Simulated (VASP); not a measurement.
# Na2Yb3P (P6/mmm) in VASP: single point with PBE

Aim: the single point of Na2Yb3P with PBE.

All numbers are computed with VASP 6.6.1; they aren't measurements. Logs are shortened: lines on timing, memory, paths and dates and some standing lists are left out, and cuts for length are marked.

## (1) The cell of the first run

Symmetry: P6/mmm, No. 191, hexagonal system. Conventional cell: a = 6.592 Å, b = 6.592 Å, c = 5.729 Å, α = 90.00°, β = 90.00°, γ = 120.00°. Within 4.5 Å of Na (site symmetry -6m2) lie 6 Yb at 3.44 Å and 3 Na at 3.81 Å and 3 P at 3.81 Å. Yb (site symmetry mmm) has 4 Yb at 3.30 Å and 4 Na at 3.44 Å and 4 P at 4.37 Å within 4.4 Å. P (site symmetry 6/mmm) has 6 Na at 3.81 Å and 12 Yb at 4.37 Å within 5.0 Å.

The cell was built from a structure type or drawn by symmetry, and may not be a known phase.

## (2) Single point, PBE

INCAR

```
  PREC = Accurate
  ENCUT = 520
  EDIFF = 1E-6
  ISMEAR = 0
  SIGMA = 0.1
  LREAL = False
  LASPH = True
  NELM = 60
  ALGO = Normal
  ISIF = 2
  LWAVE = False
  LCHARG = False
  GGA = PE
  NBANDS = 54
```

KPOINTS

```
Automatic mesh
0
Gamma
  6 6 8
```

POSCAR

```
Na2Yb3P
1.0
    6.5916596832      0.0000000000      0.0000000000
   -3.2958298416      5.7085447387      0.0000000000
    0.0000000000      0.0000000000      5.7294392959
Na Yb P
2 3 1
Direct
    0.3333333333      0.6666666667      0.0000000000
    0.6666666667      0.3333333333      0.0000000000
    0.5000000000      0.0000000000      0.5000000000
    0.5000000000      0.5000000000      0.5000000000
    0.0000000000      0.5000000000      0.5000000000
    0.0000000000      0.0000000000      0.0000000000
```

Potentials or basis: VASP PAW PBE potentials, release 64 (Na_pv, Yb, P).

Launch:

```console
> cat potpaw_PBE.64/Na_pv/POTCAR potpaw_PBE.64/Yb/POTCAR potpaw_PBE.64/P/POTCAR > POTCAR
> mpirun -np 1 vasp_std > vasp.out
```

OUTCAR:

```text
PREC = Accurate
   ENCUT = 520
   EDIFF = 1E-6
   ISMEAR = 0
   LREAL = False
   LASPH = True
   NELM = 60
   ISIF = 2
   GGA = PE

 ion  position               nearest neighbor table
   1  0.333  0.667  0.000-
   2  0.667  0.333  0.000-
   3  0.500  0.000  0.500-   4 3.30   5 3.30   4 3.30   5 3.30
   4  0.500  0.500  0.500-   3 3.30   3 3.30   5 3.30   5 3.30
   5  0.000  0.500  0.500-   3 3.30   3 3.30   4 3.30   4 3.30
   6  0.000  0.000  0.000-

  LATTYP: Found a hexagonal cell.
 ALAT       =     6.5916596832
 C/A-ratio  =     0.8691952515

  Lattice vectors:

 A1 = (   6.5916596832,   0.0000000000,   0.0000000000)
 A2 = (  -3.2958298416,   5.7085447387,   0.0000000000)
 A3 = (   0.0000000000,   0.0000000000,   5.7294392959)

Analysis of symmetry for initial positions (statically):
=====================================================================
 Subroutine PRICEL returns:
 Original cell was already a primitive cell.

 Routine SETGRP: Setting up the symmetry group for a
 hexagonal supercell.

 Subroutine GETGRP returns: Found 24 space group operations
 (whereof 24 operations were pure point group operations)
 out of a pool of 24 trial point group operations.

The static configuration has the point symmetry D_6h.

Analysis of symmetry for dynamics (positions and initial velocities):
=====================================================================
 Subroutine PRICEL returns:
 Original cell was already a primitive cell.

 Routine SETGRP: Setting up the symmetry group for a
 hexagonal supercell.

 Subroutine GETGRP returns: Found 24 space group operations
 (whereof 24 operations were pure point group operations)
 out of a pool of 24 trial point group operations.

The dynamic configuration has the point symmetry D_6h.

 Subroutine INISYM returns: Found 24 space group operations
 (whereof 24 operations are pure point group operations),
 and found     1 'primitive' translations

----------------------------------------------------------------------------------------

                                     Primitive cell

  volume of cell :     215.5918

  direct lattice vectors                    reciprocal lattice vectors
     6.591659683  0.000000000  0.000000000     0.151706861  0.087587997  0.000000000
    -3.295829842  5.708544739  0.000000000     0.000000000  0.175175994  0.000000000
     0.000000000  0.000000000  5.729439296     0.000000000  0.000000000  0.174537149

  length of vectors
     6.591659683  6.591659683  5.729439296     0.175175994  0.175175994  0.174537149

  position of ions in fractional coordinates (direct lattice)
     0.333333333  0.666666667  0.000000000
     0.666666667  0.333333333  0.000000000
     0.500000000  0.000000000  0.500000000
     0.500000000  0.500000000  0.500000000
     0.000000000  0.500000000  0.500000000
     0.000000000  0.000000000  0.000000000

  ion indices of the primitive-cell ions
   primitive index   ion index
                 1           1
                 2           2
                 3           3
                 4           4
                 5           5
                 6           6

----------------------------------------------------------------------------------------

 KPOINTS: Automatic mesh

Automatic generation of k-mesh.
 Grid dimensions read from file:
 generate k-points for:    6    6    8

 Generating k-lattice:

  Cartesian coordinates                     Fractional coordinates (reciprocal lattice)
     0.025284477  0.014598000  0.000000000     0.166666667  0.000000000  0.000000000
     0.000000000  0.029195999  0.000000000     0.000000000  0.166666667  0.000000000
     0.000000000  0.000000000  0.021817144     0.000000000  0.000000000  0.125000000

  Length of vectors
     0.029195999  0.029195999  0.021817144

  Shift w.r.t. Gamma in fractional coordinates (k-lattice)
     0.000000000  0.000000000  0.000000000

 Subroutine IBZKPT returns following result:
 ===========================================

 Found     35 irreducible k-points:

 Following reciprocal coordinates:
            Coordinates               Weight
  0.000000  0.000000  0.000000      1.000000
  0.166667  0.000000  0.000000      6.000000
  0.333333  0.000000  0.000000      6.000000
  0.500000  0.000000  0.000000      3.000000
  0.166667  0.166667  0.000000      6.000000
  0.333333  0.166667  0.000000     12.000000
[... 16 lines left out ...]
  0.166667  0.000000  0.375000     12.000000
  0.333333  0.000000  0.375000     12.000000
 [... further k-points ...]
   k-points           NKPTS =     35   k-points in BZ     NKDIM =     35   number of bands    NBANDS=     54
   number of dos      NEDOS =    301   number of ions     NIONS =      6
   total plane-waves  NPLWV = 120000
   dimension x,y,z NGX =    50 NGY =   50 NGZ =   48
   dimension x,y,z NGXF=   100 NGYF=  100 NGZF=   96
   ions per type =               2   3   1
   NGX,Y,Z   is equivalent  to a cutoff of  12.61, 12.61, 13.93 a.u.
   NGXF,Y,Z  is equivalent  to a cutoff of  25.22, 25.22, 27.86 a.u.
 SYSTEM =  unknown system
   PREC   = accura    normal or accurate (medium, high low for compatibility)
   ISTART =      0    job   : 0-new  1-cont  2-samecut
   ICHARG =      2    charge: 1-file 2-atom 10-const
   ISPIN  =      1    spin polarized calculation?
   LNONCOLLINEAR =      F non collinear calculations
   LSORBIT =      F    spin-orbit coupling
   LASPH  =      T    aspherical Exc in radial PAW
   ENCUT  =  520.0 eV  38.22 Ry    6.18 a.u.  12.26 12.26 10.65*2*pi/ulx,y,z
   NELM   =     60;   NELMIN=  2; NELMDL= -5     # of ELM steps
   EDIFF  = 0.1E-05   stopping-criterion for ELM
   LREAL  =      F    real-space projection
   EDIFFG = 0.1E-04   stopping-criterion for IOM
   NSW    =      0    number of steps for IOM
   IBRION =     -1    ionic relax: 0-MD 1-quasi-New 2-CG
   NFREE  =      0    steps in history (QN), initial steepest desc. (CG)
   ISIF   =      2    stress and relaxation
   ISYM   =      2    0-nonsym 1-usesym 2-fastsym
   POTIM  = 0.5000    time-step for ionic-motion
   TEBEG  =    0.0;   TEEND  =   0.0 temperature during run
   PSTRESS=    0.0 pullay stress
   NELECT =      91.0000    total number of electrons
   NUPDOWN=      -1.0000    fix difference up-down
   EMIN   =  10.00;   EMAX   =-10.00  energy-range for DOS
   EFERMI =   0.00;   METHOD = LEGACY
   ISMEAR =     0;   SIGMA  =   0.10  broadening in eV -4-tet -1-fermi 0-gaus
   EFERMI_NEDOS =   21; number of points for ismear=-14 and -15
   IALGO  =     38    algorithm
   IMIX   =      4    mixing-type and parameters
     AMIX     =   0.40;   BMIX     =  1.00
     AMIX_MAG =   1.60;   BMIX_MAG =  1.00
  volume/ion in A,a.u.               =      35.93       242.48
  Fermi-wavevector in a.u.,A,eV,Ry     =   1.228036  2.320652 20.518580  1.508073
  Thomas-Fermi vector in A             =   2.362977
   LORBIT       =      0    0 simple, 1 ext, 2 COOP (PROOUT), +10 PAW based schemes
   GGA     = PE    functional components
   LHFCALC =     F    Hartree Fock is set to
   AEXX    =    0.0000 exact exchange contribution
   IVDW    =     0    specifies the selected vdW correction
   LEPSILON=     F    determine dielectric tensor
   LRPA    =     F    only Hartree local field effects (RPA)
 non-spin polarized calculation
 Gauss-broadening in eV      SIGMA  =   0.10
  energy-cutoff  :      520.00
  volume of cell :      215.59
 maximum number of plane-waves:      5865
 NGX is ok and might be reduce to    50
   NGX = 25   NGY = 25   NGZ = 21

 number of electron      91.0000026 magnetization

 Free energy of the ion-electron system (eV)
  ---------------------------------------------------
  ext. energy  EPLUGINS =         0.00000000
  ---------------------------------------------------
  free energy    TOTEN  =       -14.96036727 eV

  energy without entropy =      -14.92951500  energy(sigma->0) =      -14.94494114

 E-fermi :   0.9338     XC(G=0):  -8.1298

 val. band max:        0.9147606604   @ k =   0.1667   0.0000   0.3750
 cond. band min:       0.9473352389   @ k =   0.0000   0.0000   0.3750
 fundamental gap:      0.0325745785
 Fermi energy:         0.9338399243

 k-point     1 :       0.0000    0.0000    0.0000
  band No.  band energies     occupation
      1     -50.9455      2.00000
      2     -50.9055      2.00000
      3     -50.9055      2.00000
      4     -23.7502      2.00000
      5     -23.5637      2.00000
      6     -23.5261      2.00000
[... 46 lines left out ...]
     53       2.6258      0.00000
     54       2.6258      0.00000

 k-point     2 :       0.1667    0.0000    0.0000
  band No.  band energies     occupation
      1     -50.9432      2.00000
      2     -50.9079      2.00000
      3     -50.9056      2.00000
      4     -23.7164      2.00000
      5     -23.5601      2.00000
      6     -23.5209      2.00000
[... 46 lines left out ...]
     53       2.7456      0.00000
     54       2.8675      0.00000

 k-point     3 :       0.3333    0.0000    0.0000
  band No.  band energies     occupation
      1     -50.9371      2.00000
      2     -50.9140      2.00000
      3     -50.9056      2.00000
      4     -23.6431      2.00000
      5     -23.5512      2.00000
      6     -23.5200      2.00000
[... 46 lines left out ...]
     53       2.9960      0.00000
     54       2.9980      0.00000
[... 1084 lines left out ...]
 k-point    23 :       0.1667    0.0000    0.3750
  band No.  band energies     occupation
      1     -50.9432      2.00000
      2     -50.9079      2.00000
      3     -50.9056      2.00000
      4     -23.7390      2.00000
      5     -23.5265      2.00000
      6     -23.5085      2.00000
[... 46 lines left out ...]
     53       3.2014      0.00000
     54       3.3168      0.00000

 k-point    24 :       0.3333    0.0000    0.3750
  band No.  band energies     occupation
      1     -50.9371      2.00000
      2     -50.9140      2.00000
      3     -50.9056      2.00000
      4     -23.6681      2.00000
      5     -23.5285      2.00000
      6     -23.5003      2.00000
[... 46 lines left out ...]
     53       3.2355      0.00000
     54       3.4842      0.00000

 [... further k-points ...]
[... 5 lines left out ...]
  --------------------------------------------------------------------------------------
  -------------------------------------------------------------------------------------
  Total        0.5150042      0.5150042      0.6724954     -0.0000000     -0.0000000     -0.0000000
  in kB        3.8272696      3.8272696      4.9976700     -0.0000000     -0.0000000     -0.0000000
  external PRESSURE =       4.2174031 kB  Pullay stress =       0.0000000 kB

 VOLUME and BASIS-vectors are now :
 -----------------------------------------------------------------------------
  energy-cutoff  :      520.00
  volume of cell :      215.59
      direct lattice vectors                 reciprocal lattice vectors
     6.591659683  0.000000000  0.000000000     0.151706861  0.087587997  0.000000000
    -3.295829842  5.708544739  0.000000000     0.000000000  0.175175994  0.000000000
     0.000000000  0.000000000  5.729439296     0.000000000  0.000000000  0.174537149

 POSITION                                       TOTAL-FORCE (eV/Angst)
 -----------------------------------------------------------------------------------
     -0.00000      3.80570      0.00000        -0.000000      0.000000      0.000000
      3.29583      1.90285      0.00000         0.000000      0.000000     -0.000000
      3.29583      0.00000      2.86472        -0.000000      0.000000      0.000000
      1.64791      2.85427      2.86472         0.000000      0.000000      0.000000
     -1.64791      2.85427      2.86472         0.000000      0.000000      0.000000
      0.00000      0.00000      0.00000        -0.000000      0.000000      0.000000
 -----------------------------------------------------------------------------------
    total drift:                               -0.000000     -0.000000      0.000000

  FREE ENERGIE OF THE ION-ELECTRON SYSTEM (eV)
  ---------------------------------------------------
  free  energy   TOTEN  =       -14.9603672749 eV

  energy  without entropy=      -14.9295150038  energy(sigma->0) =      -14.94494114
```

Run time: 20 min. Hardware: 1 thread of Intel Xeon 6975P-C (Granite Rapids), shared host; peak memory 0.58 GiB.

What came out:

| Item | Value |
| --- | --- |
| Free energy | -14.9604 eV |
| Pressure | 0.4 GPa |
| Band gap on the k mesh | zero (an odd number of electrons rules out a gap without spin polarisation) |

Levels at points of the mesh, in eV from the Fermi level:
```csv
k point,band 41,band 42,band 43,band 44,band 45,band 46,band 47,band 48,band 49,band 50
"(0.00, 0.00, 0.00)",-0.22,-0.22,-0.22,-0.22,-0.22,-0.21,-0.08,0.07,0.12,1.14
"(0.50, 0.00, 0.00)",-0.25,-0.24,-0.23,-0.23,-0.22,0.62,0.86,0.94,1.06,1.41
"(0.00, 0.00, 0.50)",-0.26,-0.24,-0.24,-0.23,-0.23,-0.22,0.07,0.07,1.64,1.88
"(0.50, 0.00, 0.50)",-0.26,-0.24,-0.23,-0.23,-0.22,-0.11,0.51,1.10,1.15,1.17
```

Caveat: spin-orbit coupling is left out, which moves the levels of the heavy elements. Spin polarisation is off, so any magnetic state and its effect on volume and gap are missing.
